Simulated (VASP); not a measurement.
**Al: single point with PBE+D3(BJ)**

Al:

```
Al
1.0
     0.00000    2.07102    2.15067
     2.07102    0.00000    2.15067
     2.07102    2.07102    0.00000
Al
1
Direct
  0.00000 0.00000 0.00000
```

This cell differs from its parent crystal: strain +0.040 along x and y, +0.080 along z.

```yaml
Program: VASP 6.6.1
Task: single point
Functional: PBE
Dispersion: D3(BJ)
Potentials_or_basis: VASP PAW PBE potentials, release 64 (Al)
Cutoff: 520 eV
k_mesh: 26 × 26 × 26
Occupations: gaussian, width 0.15 eV
Spin: no spin polarisation
```

The pressure is -9.3 GPa and the dispersion energy per atom is -0.300 eV.

Stress tensor (GPa, compression positive):
```
 -8.79   0.00   0.00
  0.00  -8.79   0.00
  0.00   0.00 -10.35
```

Levels at points of the mesh, in eV from the Fermi level:
| k point | band 1 | band 2 | band 3 | band 4 | band 5 | band 6 |
| --- | --- | --- | --- | --- | --- | --- |
| (0.00, 0.00, 0.00) | -10.38 | 11.78 | 12.17 | 12.17 | 12.69 | 12.69 |
| (0.50, 0.00, 0.00) | -4.23 | -4.15 | 9.80 | 10.52 | 10.71 | 11.36 |
| (0.50, 0.50, 0.00) | -2.97 | -2.10 | 5.50 | 5.53 | 5.53 | 8.57 |
| (0.50, 0.00, 0.50) | -2.49 | -1.35 | 4.77 | 5.04 | 5.11 | 7.88 |

Wall time 48 s on 1 thread of Intel(R) Xeon(R) 6975P-C (Granite Rapids), with other jobs on the host, peak memory 0.29 GiB.

Caveat: the cell differs from its parent crystal (strain +0.040 along x and y, +0.080 along z); pairwise dispersion overbinds metals, which lowers pressure and volume.
